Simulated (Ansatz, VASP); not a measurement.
## Zr2N in VASP and in Ansatz

INCAR

```
SYSTEM = Zr2N
PREC     = Accurate       ! precision mode
ENCUT    = 520            ! plane-wave cutoff, eV
EDIFF    = 1E-7           ! SCF threshold, eV
ISMEAR   = 0              ! smearing method
SIGMA    = 0.1            ! smearing width, eV
LREAL    = .FALSE.        ! projectors in reciprocal space
LASPH    = .TRUE.         ! aspherical terms in the spheres
NELM     = 80             ! most SCF steps
ALGO     = Fast           ! electronic algorithm
ISIF     = 2              ! what is computed and relaxed
LWAVE    = .FALSE.        ! write WAVECAR
LCHARG   = .FALSE.        ! write CHGCAR
GGA      = PS             ! functional
NBANDS   = 38             ! bands
```

File KPOINTS:

```
Automatic mesh
0
G
  10 10 14
  0 0 0
```

The input POSCAR:

```
Zr2N
1.0
    5.4130027300      0.0000000000      0.0000000000
    0.0000000000      5.4130027300      0.0000000000
    0.0000000000      0.0000000000      3.3077891900
Zr N
4 2
Direct
    0.2961254600      0.2961254600      0.0000000000
    0.7038745400      0.7038745400      0.0000000000
    0.7961254600      0.2038745400      0.5000000000
    0.2038745400      0.7961254600      0.5000000000
    0.0000000000      0.0000000000      0.0000000000
    0.5000000000      0.5000000000      0.5000000000
```

Input for Ansatz:

```yaml
crystal:
  lattice:
    - [5.41300273, 0.0, 0.0]
    - [0.0, 5.41300273, 0.0]
    - [0.0, 0.0, 3.30778919]
  atoms:
    - { symbol: Zr, position: [0.29612546, 0.29612546, 0.0] }
    - { symbol: Zr, position: [0.70387454, 0.70387454, 0.0] }
    - { symbol: Zr, position: [0.79612546, 0.20387454, 0.5] }
    - { symbol: Zr, position: [0.20387454, 0.79612546, 0.5] }
    - { symbol: "N", position: [0.0, 0.0, 0.0] }
    - { symbol: "N", position: [0.5, 0.5, 0.5] }
basis:
  ecutwfc: 420
kpoints:
  mp_grid: { grid: [10, 10, 14] }
hamiltonian:
  xc: pbesol
scf:
  occupations: { method: gaussian, width: 0.1 }
output:
  forces: true
  stress: true
  eigenvalues: true
```

Alike in both runs: task single point; functional PBEsol; k mesh 10 × 10 × 14; occupations gaussian, width 0.1 eV; no spin polarisation.

|  | VASP | Ansatz |
| --- | --- | --- |
| version | VASP 6.6.1 | Ansatz 0.2.0 |
| potentials or method | VASP PAW PBE potentials, release 64 (Zr_sv, N), cutoff 520 eV | scalar-relativistic, plane waves, PAW |
| valence electrons in the cell | 58 | 58 |

Ansatz gave:

| Item | Value |
| --- | --- |
| gap on the k mesh at the Fermi level (eV) | none |
| pressure (GPa) | -4.9 |
| traceless stress, the component that is largest in VASP (GPa) | -0.48 |
| rms of the force components (eV/Å) | 0.022 |

Q: What did VASP give for the same quantities?

A: gap on the k mesh at the Fermi level (eV): none; pressure (GPa): -4.6; traceless stress, the component that is largest in VASP (GPa): -0.47; rms of the force components (eV/Å): 0.020.

VASP's potentials were made for PBE, not for PBEsol. Atom by atom the forces differ by 0.002 eV/Å (rms over components). A gap of «none» marks a metal or a gap that the smearing closes.
